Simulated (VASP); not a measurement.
# ZnCd3O (Pm-3m) in VASP: a series of runs

The runs below take ZnCd3O through single point, with PBE.

Program: VASP 6.6.1. These are calculated values, not measurements. Logs are shortened: lines on timing, memory, paths and dates and some standing lists are left out, and cuts for length are marked.

## (1) The cell of the first run

The structure is cubic, space group Pm-3m (No. 221). The conventional cell has a = 4.802 Å, b = 4.802 Å, c = 4.802 Å, α = 90.00°, β = 90.00°, γ = 90.00°. Within 3.2 Å of Zn (site symmetry m-3m) lie 6 Cd at 2.40 Å. Within 3.2 Å of Cd (site symmetry 4/mmm) lie 2 Zn at 2.40 Å. O (site symmetry m-3m) has 12 Cd at 3.40 Å and 8 Zn at 4.16 Å within 4.5 Å.

## (2) Single point, PBE

File INCAR:

```
SYSTEM = ZnCd3O
ALGO = Normal
EDIFF = 1E-6
ENCUT = 520
GGA = PE
ISIF = 2
ISMEAR = 0
LASPH = .True.
LCHARG = .False.
LREAL = .False.
LWAVE = .False.
NBANDS = 35
NELM = 80
PREC = Accurate
SIGMA = 0.1
```

File KPOINTS:

```
k-points
0
Gamma
  4 4 4
  0 0 0
```

File POSCAR:

```
ZnCd3O
1.0
    4.8019953300      0.0000000000      0.0000000000
    0.0000000000      4.8019953300      0.0000000000
    0.0000000000      0.0000000000      4.8019953300
Zn Cd O
1 3 1
Direct
    0.5000000000      0.5000000000      0.5000000000
    0.0000000000      0.5000000000      0.5000000000
    0.5000000000      0.0000000000      0.5000000000
    0.5000000000      0.5000000000      0.0000000000
    0.0000000000      0.0000000000      0.0000000000
```

Potentials or basis: VASP PAW PBE potentials, release 64 (Zn, Cd, O).

On the command line:

```sh
> cat potpaw_PBE.64/Zn/POTCAR potpaw_PBE.64/Cd/POTCAR potpaw_PBE.64/O/POTCAR > POTCAR
> mpirun -np 1 vasp_std > vasp.out
```

OUTCAR:

```text
SYSTEM = ZnCd3O
   EDIFF = 1E-6
   ENCUT = 520
   GGA = PE
   ISIF = 2
   ISMEAR = 0
   LASPH = .True.
   LREAL = .False.
   NELM = 80
   PREC = Accurate

 ion  position               nearest neighbor table
   1  0.500  0.500  0.500-   2 2.40   3 2.40   4 2.40   4 2.40   3 2.40   2 2.40
   2  0.000  0.500  0.500-   1 2.40   1 2.40   4 3.40   4 3.40   3 3.40   3 3.40   3 3.40   4 3.40
                             4 3.40   3 3.40
   3  0.500  0.000  0.500-   1 2.40   1 2.40   4 3.40   4 3.40   2 3.40   2 3.40   4 3.40   4 3.40
                             2 3.40   2 3.40
   4  0.500  0.500  0.000-   1 2.40   1 2.40   3 3.40   2 3.40   2 3.40   3 3.40   3 3.40   3 3.40
                             2 3.40   2 3.40
   5  0.000  0.000  0.000-

  LATTYP: Found a simple cubic cell.
 ALAT       =     4.8019953300

  Lattice vectors:

 A1 = (   4.8019953300,   0.0000000000,   0.0000000000)
 A2 = (   0.0000000000,   4.8019953300,   0.0000000000)
 A3 = (   0.0000000000,   0.0000000000,   4.8019953300)

Analysis of symmetry for initial positions (statically):
=====================================================================
 Subroutine PRICEL returns:
 Original cell was already a primitive cell.

 Routine SETGRP: Setting up the symmetry group for a
 simple cubic supercell.

 Subroutine GETGRP returns: Found 48 space group operations
 (whereof 48 operations were pure point group operations)
 out of a pool of 48 trial point group operations.

The static configuration has the point symmetry O_h .

Analysis of symmetry for dynamics (positions and initial velocities):
=====================================================================
 Subroutine PRICEL returns:
 Original cell was already a primitive cell.

 Routine SETGRP: Setting up the symmetry group for a
 simple cubic supercell.

 Subroutine GETGRP returns: Found 48 space group operations
 (whereof 48 operations were pure point group operations)
 out of a pool of 48 trial point group operations.

The dynamic configuration has the point symmetry O_h .

 Subroutine INISYM returns: Found 48 space group operations
 (whereof 48 operations are pure point group operations),
 and found     1 'primitive' translations

[... 83 lines left out ...]
   ENCUT  =  520.0 eV  38.22 Ry    6.18 a.u.   8.93  8.93  8.93*2*pi/ulx,y,z
   NELM   =     80;   NELMIN=  2; NELMDL= -5     # of ELM steps
   EDIFF  = 0.1E-05   stopping-criterion for ELM
   LREAL  =      F    real-space projection
   EDIFFG = 0.1E-04   stopping-criterion for IOM
   NSW    =      0    number of steps for IOM
   IBRION =     -1    ionic relax: 0-MD 1-quasi-New 2-CG
   NFREE  =      0    steps in history (QN), initial steepest desc. (CG)
   ISIF   =      2    stress and relaxation
   ISYM   =      2    0-nonsym 1-usesym 2-fastsym
   POTIM  = 0.5000    time-step for ionic-motion
   TEBEG  =    0.0;   TEEND  =   0.0 temperature during run
   PSTRESS=    0.0 pullay stress
   NELECT =      54.0000    total number of electrons
   NUPDOWN=      -1.0000    fix difference up-down
   EMIN   =  10.00;   EMAX   =-10.00  energy-range for DOS
   EFERMI =   0.00;   METHOD = LEGACY
   ISMEAR =     0;   SIGMA  =   0.10  broadening in eV -4-tet -1-fermi 0-gaus
   EFERMI_NEDOS =   21; number of points for ismear=-14 and -15
   IALGO  =     38    algorithm
   IMIX   =      4    mixing-type and parameters
     AMIX     =   0.40;   BMIX     =  1.00
     AMIX_MAG =   1.60;   BMIX_MAG =  1.00
  volume/ion in A,a.u.               =      22.15       149.45
  Fermi-wavevector in a.u.,A,eV,Ry     =   1.288599  2.435098 22.592291  1.660487
  Thomas-Fermi vector in A             =   2.420543
   LORBIT       =      0    0 simple, 1 ext, 2 COOP (PROOUT), +10 PAW based schemes
   GGA     = PE    functional components
   LHFCALC =     F    Hartree Fock is set to
   AEXX    =    0.0000 exact exchange contribution
   IVDW    =     0    specifies the selected vdW correction
   LEPSILON=     F    determine dielectric tensor
   LRPA    =     F    only Hartree local field effects (RPA)
 non-spin polarized calculation
 Gauss-broadening in eV      SIGMA  =   0.10
  energy-cutoff  :      520.00
  volume of cell :      110.73
 maximum number of plane-waves:      3016
 NGX is ok and might be reduce to    36
   NGX = 17   NGY = 17   NGZ = 17

 number of electron      54.0000028 magnetization

 Free energy of the ion-electron system (eV)
  ---------------------------------------------------
  ext. energy  EPLUGINS =         0.00000000
  ---------------------------------------------------
  free energy    TOTEN  =        -5.36488497 eV

  energy without entropy =       -5.33750939  energy(sigma->0) =       -5.35119718

 E-fermi :   0.6908     XC(G=0):  -9.7201

 val. band max:        0.6579348133   @ k =   0.5000   0.5000   0.0000
 cond. band min:       0.7631654872   @ k =   0.5000   0.2500   0.2500
 fundamental gap:      0.1052306738
 Fermi energy:         0.6908319561

 k-point     1 :       0.0000    0.0000    0.0000
  band No.  band energies     occupation
      1     -14.3528      2.00000
      2      -9.7276      2.00000
      3      -9.2059      2.00000
      4      -9.2059      2.00000
      5      -8.9003      2.00000
      6      -8.9003      2.00000
[... 369 lines left out ...]
     34      10.4296      0.00000
     35      11.9080      0.00000

------------------------ aborting loop because EDIFF is reached ----------------------------------------

  FORCE on cell =-STRESS in cart. coord.  units (eV):
  Direction    XX          YY          ZZ          XY          YZ          ZX
  --------------------------------------------------------------------------------------
  -------------------------------------------------------------------------------------
  Total        4.4308062      4.4308062      4.4308062      0.0000000      0.0000000     -0.0000000
  in kB       64.1103485     64.1103485     64.1103485      0.0000000      0.0000000     -0.0000000
  external PRESSURE =      64.1103485 kB  Pullay stress =       0.0000000 kB

 VOLUME and BASIS-vectors are now :
 -----------------------------------------------------------------------------
  energy-cutoff  :      520.00
  volume of cell :      110.73
      direct lattice vectors                 reciprocal lattice vectors
     4.801995330  0.000000000  0.000000000     0.208246766  0.000000000  0.000000000
     0.000000000  4.801995330  0.000000000     0.000000000  0.208246766  0.000000000
     0.000000000  0.000000000  4.801995330     0.000000000  0.000000000  0.208246766

 POSITION                                       TOTAL-FORCE (eV/Angst)
 -----------------------------------------------------------------------------------
      2.40100      2.40100      2.40100         0.000000      0.000000      0.000000
      0.00000      2.40100      2.40100         0.000000      0.000000      0.000000
      2.40100      0.00000      2.40100         0.000000      0.000000      0.000000
      2.40100      2.40100      0.00000         0.000000      0.000000      0.000000
      0.00000      0.00000      0.00000         0.000000      0.000000      0.000000
 -----------------------------------------------------------------------------------
    total drift:                                0.000000      0.000000      0.000000

  FREE ENERGIE OF THE ION-ELECTRON SYSTEM (eV)
  ---------------------------------------------------
  free  energy   TOTEN  =        -5.3648849701 eV

  energy  without entropy=       -5.3375093937  energy(sigma->0) =       -5.35119718
```

stdout:

```text
POSCAR found type information on POSCAR ZnCdO
 POSCAR found :  3 types and       5 ions
 scaLAPACK will be used
 LDA part: xc-table for (Slater+PW92), standard interpolation
 POSCAR, INCAR and KPOINTS ok, starting setup
 FFT: planning ... GRIDC
 FFT: planning ... GRID_SOFT
 FFT: planning ... GRID
 WAVECAR not read
 entering main loop
```

It took 39 s on 1 thread of AMD EPYC 7R43 (Zen 3), shared host; peak memory 0.18 GiB.

What came out:

```yaml
Free_energy: -5.3649 eV
Pressure: 6.4 GPa
Band_gap_on_the_k_mesh: zero (band 27 reaches 0.94 eV, above the bottom of band 28 at -0.73 eV)
```

## (3) Single point, PBE, collinear spin, ferromagnetic start

File INCAR:

```
PREC = Accurate
ENCUT = 520
EDIFF = 1E-6
ISMEAR = 0
SIGMA = 0.1
LREAL = False
LASPH = True
NELM = 150
ALGO = Normal
ISIF = 2
LWAVE = False
LCHARG = False
ISPIN = 2
MAGMOM = 0 0 0 0 1
LORBIT = 11
GGA = PE
NBANDS = 39
```

File KPOINTS:

```
regular mesh
0
Gamma
  4 4 4
```

POSCAR is that of step 2.

Potentials or basis: VASP PAW PBE potentials, release 64 (Zn, Cd, O).

On the command line:

```sh
> cat potpaw_PBE.64/Zn/POTCAR potpaw_PBE.64/Cd/POTCAR potpaw_PBE.64/O/POTCAR > POTCAR
> mpirun -np 1 vasp_std > vasp.out
```

OUTCAR:

```text
PREC = Accurate
   ENCUT = 520
   EDIFF = 1E-6
   ISMEAR = 0
   LREAL = False
   LASPH = True
   NELM = 150
   ISIF = 2
   ISPIN = 2
   LORBIT = 11
   GGA = PE

 ion  position               nearest neighbor table
   1  0.500  0.500  0.500-   2 2.40   3 2.40   4 2.40   4 2.40   3 2.40   2 2.40
   2  0.000  0.500  0.500-   1 2.40   1 2.40   4 3.40   4 3.40   3 3.40   3 3.40   3 3.40   4 3.40
                             4 3.40   3 3.40
   3  0.500  0.000  0.500-   1 2.40   1 2.40   4 3.40   4 3.40   2 3.40   2 3.40   4 3.40   4 3.40
                             2 3.40   2 3.40
   4  0.500  0.500  0.000-   1 2.40   1 2.40   3 3.40   2 3.40   2 3.40   3 3.40   3 3.40   3 3.40
                             2 3.40   2 3.40
   5  0.000  0.000  0.000-

  LATTYP: Found a simple cubic cell.
 ALAT       =     4.8019953300

  Lattice vectors:

 A1 = (   4.8019953300,   0.0000000000,   0.0000000000)
[... 1038 lines left out ...]

  FORCE on cell =-STRESS in cart. coord.  units (eV):
  Direction    XX          YY          ZZ          XY          YZ          ZX
  --------------------------------------------------------------------------------------
  -------------------------------------------------------------------------------------
  Total        4.4293055      4.4293055      4.4293055     -0.0000000     -0.0000000      0.0000000
  in kB       64.0886342     64.0886342     64.0886342     -0.0000000     -0.0000000      0.0000000
  external PRESSURE =      64.0886342 kB  Pullay stress =       0.0000000 kB

 VOLUME and BASIS-vectors are now :
 -----------------------------------------------------------------------------
  energy-cutoff  :      520.00
  volume of cell :      110.73
      direct lattice vectors                 reciprocal lattice vectors
     4.801995330  0.000000000  0.000000000     0.208246766  0.000000000  0.000000000
     0.000000000  4.801995330  0.000000000     0.000000000  0.208246766  0.000000000
     0.000000000  0.000000000  4.801995330     0.000000000  0.000000000  0.208246766

 POSITION                                       TOTAL-FORCE (eV/Angst)
 -----------------------------------------------------------------------------------
      2.40100      2.40100      2.40100         0.000000      0.000000      0.000000
      0.00000      2.40100      2.40100         0.000000      0.000000      0.000000
      2.40100      0.00000      2.40100         0.000000      0.000000      0.000000
      2.40100      2.40100      0.00000         0.000000      0.000000      0.000000
      0.00000      0.00000      0.00000         0.000000      0.000000      0.000000
 -----------------------------------------------------------------------------------
    total drift:                                0.000000      0.000000      0.000000

  FREE ENERGIE OF THE ION-ELECTRON SYSTEM (eV)
  ---------------------------------------------------
  free  energy   TOTEN  =        -5.3648850024 eV

  energy  without entropy=       -5.3374661704  energy(sigma->0) =       -5.35117559

 total charge

# of ion       s       p       d       tot
------------------------------------------
    1        0.735   0.683   9.717  11.134
    2        0.592   0.227   9.520  10.338
    3        0.592   0.227   9.520  10.338
    4        0.592   0.227   9.520  10.338
    5        1.595   3.119   0.000   4.714
--------------------------------------------------
tot          4.104   4.484  38.275  46.863

 magnetization (x)

# of ion       s       p       d       tot
------------------------------------------
    1        0.000   0.000  -0.000   0.000
    2        0.000  -0.000   0.000   0.000
    3        0.000  -0.000   0.000   0.000
    4        0.000  -0.000   0.000   0.000
    5        0.000   0.001   0.000   0.001
--------------------------------------------------
tot          0.000   0.001   0.000   0.001
```

OSZICAR:

```text
N       E                     dE             d eps       ncg     rms          rms(c)
DAV:   1     0.463005249993E+03    0.46301E+03   -0.26219E+04  1560   0.150E+03
DAV:   2     0.248955561935E+02   -0.43811E+03   -0.41439E+03  1575   0.395E+02
DAV:   3    -0.947605169192E+01   -0.34372E+02   -0.33761E+02  1784   0.111E+02
DAV:   4    -0.101495239438E+02   -0.67347E+00   -0.67256E+00  1693   0.147E+01
[... 14 lines left out ...]
DAV:  19    -0.536488725519E+01    0.29400E-04   -0.30713E-05  1506   0.196E-02    0.436E-02
DAV:  20    -0.536488123359E+01    0.60216E-05   -0.30003E-05  1478   0.145E-02    0.117E-02
DAV:  21    -0.536488485959E+01   -0.36260E-05   -0.70461E-06  1390   0.159E-02    0.400E-03
DAV:  22    -0.536488500242E+01   -0.14283E-06   -0.90018E-07   925   0.348E-03
   1 F= -.53648850E+01 E0= -.53511756E+01  d E =-.274188E-01  mag=    -0.0002
```

stdout:

```text
POSCAR found type information on POSCAR ZnCdO
 POSCAR found :  3 types and       5 ions
 scaLAPACK will be used
 LDA part: xc-table for (Slater+PW92), standard interpolation
 POSCAR, INCAR and KPOINTS ok, starting setup
 FFT: planning ... GRIDC
 FFT: planning ... GRID_SOFT
 FFT: planning ... GRID
 WAVECAR not read
 entering main loop
```

Run time: 1.9 min. Hardware: 1 thread of AMD EPYC 7R43 (Zen 3), shared host; peak memory 0.24 GiB.

Results:

* Free energy: -5.3649 eV
* Pressure: 6.4 GPa
* Band gap on the k mesh: zero (filled and empty bands overlap)
* Net moment: 0.00 μB per cell
* Valence electrons inside the program's atomic spheres: Zn 11.13; Cd 10.34; O 4.71
